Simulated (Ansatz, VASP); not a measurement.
**HfO3: VASP beside Ansatz**

```
CELL_PARAMETERS angstrom
3.27231 0.00000 0.00000
0.00000 3.27231 0.00000
0.00000 0.00000 4.06544
ATOMIC_POSITIONS crystal
Hf 0.00000 0.00000 0.00000
O 0.50000 0.50000 0.81358
O 0.00000 0.00000 0.50000
O 0.50000 0.50000 0.18642
```

Change from the starting cell: species swapped into the VFe3 type (Cmmm, No. 65).

Alike in both runs: task relaxation of cell and atoms; functional PBE; k mesh 14 × 14 × 12; occupations gaussian, width 0.1 eV; no spin polarisation.

|  | VASP | Ansatz |
| --- | --- | --- |
| version | VASP 6.6.1 | Ansatz 0.2.0 |
| potentials or method | VASP PAW PBE potentials, release 64 (Hf_pv, O), cutoff 600 eV | scalar-relativistic, plane waves, PAW |
| valence electrons in the cell | 28 | 44 |

```tsv
	VASP	Ansatz	Ansatz less VASP
gap on the k mesh at the Fermi level, each at its own relaxed structure (eV)	none	none	-
relaxed volume (Å³/atom)	10.76	10.94	+0.176
relaxed cell length with the largest relative difference (Å)	3.263	3.287	+0.0233
```

A gap of «none» marks a metal or a gap that the smearing closes. VASP's potentials hold 28 valence electrons a cell and Ansatz's 44, so a difference there can come from the potentials and not from the codes.

Neither program's run includes spin-orbit coupling.
